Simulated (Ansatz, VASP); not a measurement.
InSb in VASP and in Ansatz

```
In Sb
1.0
     0.00000    2.95564    4.17927
     2.95564    0.00000    4.17927
     2.95564    2.95564    0.00000
In Sb
1 1
Direct
  0.00000 0.00000 0.00000
  0.75000 0.75000 0.75000
```

Alike in both runs: task single point; functional PBE; k mesh 18 × 18 × 18; occupations gaussian, width 0.15 eV; no spin polarisation.

```csv
,VASP,Ansatz
version,VASP 6.6.1,Ansatz 0.2.0
potentials or method,"VASP PAW PBE potentials, release 64 (In_d, Sb), cutoff 520 eV","scalar-relativistic, plane waves, PAW"
valence electrons in the cell,18,28
```

Ansatz gave:

* gap on the k mesh at the Fermi level (eV): none
* pressure (GPa): -0.4
* traceless stress, the component that is largest in VASP (GPa): -5.67

What did VASP give for the same quantities?

gap on the k mesh at the Fermi level (eV): none; pressure (GPa): -0.5; traceless stress, the component that is largest in VASP (GPa): -5.66.

A gap of «none» marks a metal or a gap that the smearing closes. With one functional, cell and mesh, what is left measures potentials, basis and numerics. VASP's potentials hold 18 valence electrons a cell and Ansatz's 28, so a difference there can come from the potentials and not from the codes.

Spin-orbit coupling is off throughout.
